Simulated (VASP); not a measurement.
CoSi2: single point with PBE

Crystal: CoSi2.

```xyz
3
Lattice="0.0000 2.8506 2.8506 2.8506 0.0000 2.8506 2.8506 2.8506 0.0000" Properties=species:S:1:pos:R:3 pbc="T T T"
Co    0.0000    0.0000    0.0000
Si    1.4253    1.4253    1.4253
Si    4.2759    4.2759    4.2759
```

```yaml
Program: VASP 6.6.1
Task: single point
Functional: PBE
Potentials_or_basis: VASP PAW PBE potentials, release 64 (Co, Si)
Cutoff: 600 eV
k_mesh: 1 × 1 × 1, shifted
Occupations: gaussian, width 0.1 eV
Spin: no spin polarisation
```

* Pressure: -21.2 GPa

Levels at points of the mesh, in eV from the Fermi level:
| k point | band 7 | band 8 | band 9 | band 10 | band 11 | band 12 |
| --- | --- | --- | --- | --- | --- | --- |
| (0.50, 0.50, 0.50) | -1.04 | -0.05 | -0.05 | 2.39 | 3.08 | 3.08 |

Wall time 4.7 s on 1 thread of Intel(R) Xeon(R) 6975P-C (Granite Rapids), on a shared host, peak memory 0.17 GiB.

Caveat: the k points lie up to 1.91 Å⁻¹ apart. Spin polarisation is off, so any magnetic state and its effect on volume and gap are missing.
